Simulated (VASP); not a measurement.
Here is a VASP 6.6.1 calculation.

Contents of INCAR:

```
PREC = Accurate ; ENCUT = 500
EDIFF = 1E-7 ; ISMEAR = 0
SIGMA = 0.2 ; LREAL = False
LASPH = True ; NELM = 120
ALGO = Normal ; ISIF = 3
LWAVE = False ; LCHARG = False
GGA = PE ; IBRION = 2
NSW = 36 ; EDIFFG = -0.08
GGA_COMPAT = False ; NELMIN = 4
```

The input KPOINTS:

```
Automatic mesh
0
Gamma
  4 4 3
```

The input POSCAR:

```
Al5P2
1.0
    5.1860477400      0.0000000000      0.0000000000
   -2.5930238700      4.4912490800      0.0000000000
    0.0000000000      0.0000000000      5.0083488500
Al P
5 2
Direct
    0.5000000000      0.0000000000      0.1648971200
    0.0000000000      0.5000000000      0.1648971200
    0.5000000000      0.5000000000      0.1648971200
    0.3333333300      0.6666666700      0.9106651800
    0.6666666700      0.3333333300      0.9106651800
    0.0000000000      0.0000000000      0.1150137900
    0.0000000000      0.0000000000      0.5133614000
```

Potentials or basis: VASP PAW PBE potentials, release 64 (Al, P).

Run with:

```bash
$ cat potpaw_PBE.64/Al/POTCAR potpaw_PBE.64/P/POTCAR > POTCAR
$ mpirun -np 1 vasp_std > vasp.out
```

**Question.** Predict the relaxed volume.

**Answer.** 16.64 Å³/atom.

**Question.** Estimate the relaxed cell.

**Answer.** a = 5.324 Å, b = 5.324 Å, c = 4.745 Å, α = 90.00°, β = 90.00°, γ = 120.00°.

**Question.** Predict the space group after relaxing (to 0.1 Å).

**Answer.** P6/mmm (No. 191).

The path:
```
step  energy change (eV)  largest force (eV/Å)  pressure (GPa)  volume (Å³)
   1              0.0000               16.8374           49.18       116.65
   2             -7.8422                1.8639          -10.11       225.66
   3            -12.4601                1.6176           -8.74       160.40
   4            -12.6445                1.4836           -7.79       156.57
   5            -12.7965                1.8365           -3.09       144.60
   6            -12.8429                1.2808           -5.02       148.54
   7            -12.8430                1.3732           -4.69       147.81
   8            -13.4595                1.4831           -2.70       137.67
   9            -13.7258                4.3645            3.84       123.90
  10            -13.7626                2.5808            1.01       128.27
  11            -14.1365                2.4040            0.98       124.67
  12            -14.7664                2.1004            4.20       114.22
  13            -14.7679                2.0854            5.17       112.75
  14            -14.9761                0.6651            0.30       117.27
  15            -14.9877                0.3937           -1.12       119.01
  16            -15.0219                0.4445           -0.69       118.35
  17            -15.0271                0.4642           -0.40       117.98
  18            -15.0500                0.3938           -0.02       117.10
  19            -15.0734                0.4153            1.29       114.83
  20            -15.0970                0.4916            0.62       115.69
  21            -15.1263                0.5866           -0.95       118.16
  22            -15.1418                0.5952           -1.01       118.35
  23            -15.1860                0.6241           -1.19       118.93
  24            -15.2569                0.7194           -1.47       120.09
  25            -15.2773                1.2100           -1.65       122.42
  26            -15.2926                0.9333           -1.64       121.40
  27            -15.3499                0.8009           -1.21       120.43
  28            -15.4128                0.5559           -0.05       118.16
  29            -15.4133                0.5657            0.08       117.93
  30            -15.4341                0.3808           -0.27       118.02
  31            -15.4560                0.1201           -0.74       118.21
  32            -15.4576                0.0626           -0.82       118.27
  33            -15.4623                0.0127            0.32       116.45
```

Caveat: the k points lie up to 0.44 Å⁻¹ apart in the final cell, too coarse for converged energies and pressures of a metal.
